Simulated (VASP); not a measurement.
# Al (Fm-3m) in VASP: single point with PBEsol+D3(BJ)

Aim: the single point of Al with PBEsol+D3(BJ).

Program: VASP 6.6.1. These are calculated values, not measurements. Logs are shortened: lines on timing, memory, paths and dates and some standing lists are left out, and cuts for length are marked.

### 1 The cell of the first run

The structure is cubic, space group Fm-3m (No. 225). Conventional cell: a = 3.962 Å, b = 3.962 Å, c = 3.962 Å, α = 90.00°, β = 90.00°, γ = 90.00°. Al (site symmetry m-3m) has 12 Al at 2.80 Å within 3.7 Å.

### 2 Single point, PBEsol+D3(BJ)

The input, INCAR:

```
PREC = Accurate ; ENCUT = 500
EDIFF = 1E-6 ; ISMEAR = 0
SIGMA = 0.1 ; LREAL = F
LASPH = T ; NELM = 120
ALGO = Normal ; ISIF = 2
LWAVE = F ; LCHARG = T
GGA = PS ; IVDW = 12
LELF = T ; LVHAR = T
NBANDS = 8 ; GGA_COMPAT = F
```

The input, KPOINTS:

```
Automatic mesh
0
Gamma
  18 18 18
```

The input, POSCAR:

```
Al
1.0
    0.0000000000      1.9809156624      1.9809156624
    1.9809156624      0.0000000000      1.9809156624
    1.9809156624      1.9809156624      0.0000000000
Al
1
Direct
    0.0000000000      0.0000000000      0.0000000000
```

Potentials or basis: VASP PAW PBE potentials, release 64 (Al).

On the command line:

```console
> cat potpaw_PBE.64/Al/POTCAR > POTCAR
> mpirun -np 1 vasp_std > vasp.out
```

OUTCAR:

```text
PREC = Accurate
   ENCUT = 500
   EDIFF = 1E-6
   ISMEAR = 0
   LREAL = F
   LASPH = T
   NELM = 120
   ISIF = 2
   GGA = PS
   IVDW = 12
 IVDW          = 12

 ion  position               nearest neighbor table
   1  0.000  0.000  0.000-

  LATTYP: Found a face centered cubic cell.
 ALAT       =     3.9618313248

  Lattice vectors:

 A1 = (   0.0000000000,   1.9809156624,   1.9809156624)
 A2 = (   1.9809156624,   0.0000000000,   1.9809156624)
 A3 = (   1.9809156624,   1.9809156624,   0.0000000000)

Analysis of symmetry for initial positions (statically):
=====================================================================
 Subroutine PRICEL returns:
 Original cell was already a primitive cell.

 Routine SETGRP: Setting up the symmetry group for a
 face centered cubic supercell.

 Subroutine GETGRP returns: Found 48 space group operations
 (whereof 48 operations were pure point group operations)
 out of a pool of 48 trial point group operations.

The static configuration has the point symmetry O_h .

Analysis of symmetry for dynamics (positions and initial velocities):
=====================================================================
 Subroutine PRICEL returns:
 Original cell was already a primitive cell.

 Routine SETGRP: Setting up the symmetry group for a
 face centered cubic supercell.

 Subroutine GETGRP returns: Found 48 space group operations
 (whereof 48 operations were pure point group operations)
 out of a pool of 48 trial point group operations.

The dynamic configuration has the point symmetry O_h .

 Subroutine INISYM returns: Found 48 space group operations
 (whereof 48 operations are pure point group operations),
 and found     1 'primitive' translations

----------------------------------------------------------------------------------------

                                     Primitive cell

  volume of cell :      15.5463

  direct lattice vectors                    reciprocal lattice vectors
     0.000000000  1.980915662  1.980915662    -0.252408525  0.252408525  0.252408525
     1.980915662  0.000000000  1.980915662     0.252408525 -0.252408525  0.252408525
     1.980915662  1.980915662  0.000000000     0.252408525  0.252408525 -0.252408525

  length of vectors
     2.801437796  2.801437796  2.801437796     0.437184389  0.437184389  0.437184389

  position of ions in fractional coordinates (direct lattice)
     0.000000000  0.000000000  0.000000000

  ion indices of the primitive-cell ions
   primitive index   ion index
                 1           1

----------------------------------------------------------------------------------------

 KPOINTS: Automatic mesh

Automatic generation of k-mesh.
 Grid dimensions read from file:
 generate k-points for:   18   18   18

 Generating k-lattice:

  Cartesian coordinates                     Fractional coordinates (reciprocal lattice)
    -0.014022696  0.014022696  0.014022696     0.055555556  0.000000000  0.000000000
     0.014022696 -0.014022696  0.014022696     0.000000000  0.055555556  0.000000000
     0.014022696  0.014022696 -0.014022696     0.000000000  0.000000000  0.055555556

  Length of vectors
     0.024288022  0.024288022  0.024288022

  Shift w.r.t. Gamma in fractional coordinates (k-lattice)
     0.000000000  0.000000000  0.000000000

 Subroutine IBZKPT returns following result:
 ===========================================

 Found    195 irreducible k-points:

 Following reciprocal coordinates:
            Coordinates               Weight
  0.000000  0.000000  0.000000      1.000000
  0.055556  0.000000  0.000000      8.000000
  0.111111  0.000000  0.000000      8.000000
  0.166667  0.000000  0.000000      8.000000
  0.222222  0.000000  0.000000      8.000000
  0.277778  0.000000  0.000000      8.000000
[... 16 lines left out ...]
 -0.277778  0.055556  0.000000     24.000000
 -0.222222  0.055556  0.000000     24.000000
 [... further k-points ...]
   k-points           NKPTS =    195   k-points in BZ     NKDIM =    195   number of bands    NBANDS=      8
   number of dos      NEDOS =    301   number of ions     NIONS =      1
   total plane-waves  NPLWV =   8000
   dimension x,y,z NGX =    20 NGY =   20 NGZ =   20
   dimension x,y,z NGXF=    40 NGYF=   40 NGZF=   40
   ions per type =               1
   NGX,Y,Z   is equivalent  to a cutoff of  11.87, 11.87, 11.87 a.u.
   NGXF,Y,Z  is equivalent  to a cutoff of  23.74, 23.74, 23.74 a.u.
 SYSTEM =  unknown system
   PREC   = accura    normal or accurate (medium, high low for compatibility)
   ISTART =      0    job   : 0-new  1-cont  2-samecut
   ICHARG =      2    charge: 1-file 2-atom 10-const
   ISPIN  =      1    spin polarized calculation?
   LNONCOLLINEAR =      F non collinear calculations
   LSORBIT =      F    spin-orbit coupling
   LASPH  =      T    aspherical Exc in radial PAW
   ENCUT  =  500.0 eV  36.75 Ry    6.06 a.u.   5.11  5.11  5.11*2*pi/ulx,y,z
   NELM   =    120;   NELMIN=  2; NELMDL= -5     # of ELM steps
   EDIFF  = 0.1E-05   stopping-criterion for ELM
   LREAL  =      F    real-space projection
   EDIFFG = 0.1E-04   stopping-criterion for IOM
   NSW    =      0    number of steps for IOM
   IBRION =     -1    ionic relax: 0-MD 1-quasi-New 2-CG
   NFREE  =      0    steps in history (QN), initial steepest desc. (CG)
   ISIF   =      2    stress and relaxation
   ISYM   =      2    0-nonsym 1-usesym 2-fastsym
   POTIM  = 0.5000    time-step for ionic-motion
   TEBEG  =    0.0;   TEEND  =   0.0 temperature during run
   PSTRESS=    0.0 pullay stress
   NELECT =       3.0000    total number of electrons
   NUPDOWN=      -1.0000    fix difference up-down
   EMIN   =  10.00;   EMAX   =-10.00  energy-range for DOS
   EFERMI =   0.00;   METHOD = LEGACY
   ISMEAR =     0;   SIGMA  =   0.10  broadening in eV -4-tet -1-fermi 0-gaus
   EFERMI_NEDOS =   21; number of points for ismear=-14 and -15
   IALGO  =     38    algorithm
   IMIX   =      4    mixing-type and parameters
     AMIX     =   0.40;   BMIX     =  1.00
     AMIX_MAG =   1.60;   BMIX_MAG =  1.00
  volume/ion in A,a.u.               =      15.55       104.91
  Fermi-wavevector in a.u.,A,eV,Ry     =   0.946032  1.787742 12.176901  0.894977
  Thomas-Fermi vector in A             =   2.073991
   LORBIT       =      0    0 simple, 1 ext, 2 COOP (PROOUT), +10 PAW based schemes
   GGA     = PS    functional components
   LHFCALC =     F    Hartree Fock is set to
   AEXX    =    0.0000 exact exchange contribution
   IVDW    =    12    specifies the selected vdW correction
   LEPSILON=     F    determine dielectric tensor
   LRPA    =     F    only Hartree local field effects (RPA)
 non-spin polarized calculation
 Gauss-broadening in eV      SIGMA  =   0.10
  energy-cutoff  :      500.00
  volume of cell :       15.55
 maximum number of plane-waves:       411
   NGX = 11   NGY = 11   NGZ = 11

 number of electron       3.0000000 magnetization

 Free energy of the ion-electron system (eV)
  ---------------------------------------------------
  ext. energy  EPLUGINS =         0.00000000
  ---------------------------------------------------
  free energy    TOTEN  =        -4.08361847 eV

  energy without entropy =       -4.08076587  energy(sigma->0) =       -4.08219217

 E-fermi :   8.5774     XC(G=0): -10.4758

 val. band max:        8.5721616319   @ k =  -0.4444   0.3333   0.1111
 cond. band min:       8.5933366403   @ k =  -0.2222   0.3889   0.1667
 fundamental gap:      0.0211750084
 Fermi energy:         8.5773836566

 k-point     1 :       0.0000    0.0000    0.0000
  band No.  band energies     occupation
      1      -2.9635      2.00000
      2      21.5119      0.00000
      3      21.5119      0.00000
      4      21.5119      0.00000
      5      23.4655      0.00000
      6      23.4655      0.00000
      7      23.4655      0.00000
      8      25.5088      0.00000

 k-point     2 :       0.0556    0.0000    0.0000
  band No.  band energies     occupation
      1      -2.8762      2.00000
      2      20.0296      0.00000
      3      21.2502      0.00000
      4      21.2502      0.00000
      5      23.8660      0.00000
      6      23.8660      0.00000
      7      23.9479      0.00000
      8      26.4468      0.00000

 k-point     3 :       0.1111    0.0000    0.0000
  band No.  band energies     occupation
      1      -2.6148      2.00000
      2      17.7521      0.00000
      3      20.7755      0.00000
      4      20.7755      0.00000
      5      23.9554      0.00000
      6      24.7334      0.00000
      7      24.7334      0.00000
      8      27.0391      0.00000

 k-point     4 :       0.1667    0.0000    0.0000
  band No.  band energies     occupation
      1      -2.1802      2.00000
      2      15.4457      0.00000
      3      20.3422      0.00000
      4      20.3422      0.00000
      5      23.7615      0.00000
      6      25.3373      0.00000
      7      25.3373      0.00000
      8      26.3728      0.00000

 k-point     5 :       0.2222    0.0000    0.0000
  band No.  band energies     occupation
      1      -1.5742      2.00000
      2      13.2145      0.00000
      3      20.0183      0.00000
      4      20.0183      0.00000
      5      23.5681      0.00000
      6      24.4274      0.00000
      7      24.4274      0.00000
      8      27.4422      0.00000
[... 177 lines left out ...]
 k-point    22 :      -0.3333    0.0556    0.0000
  band No.  band energies     occupation
      1       0.5676      2.00000
      2       8.5297      1.49996
      3      18.0412      0.00000
      4      20.9525      0.00000
      5      21.1316      0.00000
      6      22.5612      0.00000
      7      24.1644      0.00000
      8      27.1380      0.00000

 k-point    23 :      -0.2778    0.0556    0.0000
  band No.  band energies     occupation
      1      -0.4276      2.00000
      2      10.4775      0.00000
      3      18.0610      0.00000
      4      21.0352      0.00000
      5      21.9533      0.00000
      6      23.4442      0.00000
      7      24.1284      0.00000
      8      27.9551      0.00000

 k-point    24 :      -0.2222    0.0556    0.0000
  band No.  band energies     occupation
      1      -1.2579      2.00000
      2      12.5517      0.00000
      3      18.2281      0.00000
      4      21.1680      0.00000
      5      22.9854      0.00000
      6      24.0931      0.00000
      7      24.5614      0.00000
      8      26.8113      0.00000

 [... further k-points ...]

------------------------ aborting loop because EDIFF is reached ----------------------------------------

 Edisp (eV)   -0.33725

 E8    (eV) :    -0.2271

  FORCE on cell =-STRESS in cart. coord.  units (eV):
  Direction    XX          YY          ZZ          XY          YZ          ZX
  --------------------------------------------------------------------------------------
  -------------------------------------------------------------------------------------
  Total       0.00819     0.00819     0.00819    -0.00000    -0.00000    -0.00000
  in kB       0.84441     0.84441     0.84441    -0.00000    -0.00000    -0.00000
  external pressure =        0.84 kB  Pullay stress =        0.00 kB

 VOLUME and BASIS-vectors are now :
 -----------------------------------------------------------------------------
  energy-cutoff  :      500.00
  volume of cell :       15.55
      direct lattice vectors                 reciprocal lattice vectors
     0.000000000  1.980915662  1.980915662    -0.252408525  0.252408525  0.252408525
     1.980915662  0.000000000  1.980915662     0.252408525 -0.252408525  0.252408525
     1.980915662  1.980915662  0.000000000     0.252408525  0.252408525 -0.252408525

 POSITION                                       TOTAL-FORCE (eV/Angst)
 -----------------------------------------------------------------------------------
      0.00000      0.00000      0.00000         0.000000      0.000000      0.000000
 -----------------------------------------------------------------------------------
    total drift:                                0.000000      0.000000      0.000000

  FREE ENERGIE OF THE ION-ELECTRON SYSTEM (eV)
  ---------------------------------------------------
  free  energy   TOTEN  =        -4.4208665135 eV

  energy  without entropy=       -4.4180139138  energy(sigma->0) =       -4.41944021
```

It took 12 s on 1 thread of Intel Xeon 6975P-C (Granite Rapids), shared host; peak memory 0.13 GiB.

Results:

```yaml
Free_energy: -4.4209 eV
Pressure: 0.1 GPa
Band_gap_on_the_k_mesh: zero (an odd number of electrons rules out a gap without spin polarisation)
Dispersion_energy_per_atom: -0.337 eV
```

Levels at points of the mesh, in eV from the Fermi level:
```tsv
k point	band 1	band 2	band 3	band 4
(0.00, 0.00, 0.00)	-11.54	12.93	12.93	12.93
(0.50, 0.00, 0.00)	-4.83	-4.45	11.72	11.72
(0.50, 0.50, 0.00)	-3.06	-1.62	5.27	5.88
```

Caveat: the PAW data sets were made with another functional, which shifts forces and pressure a little.
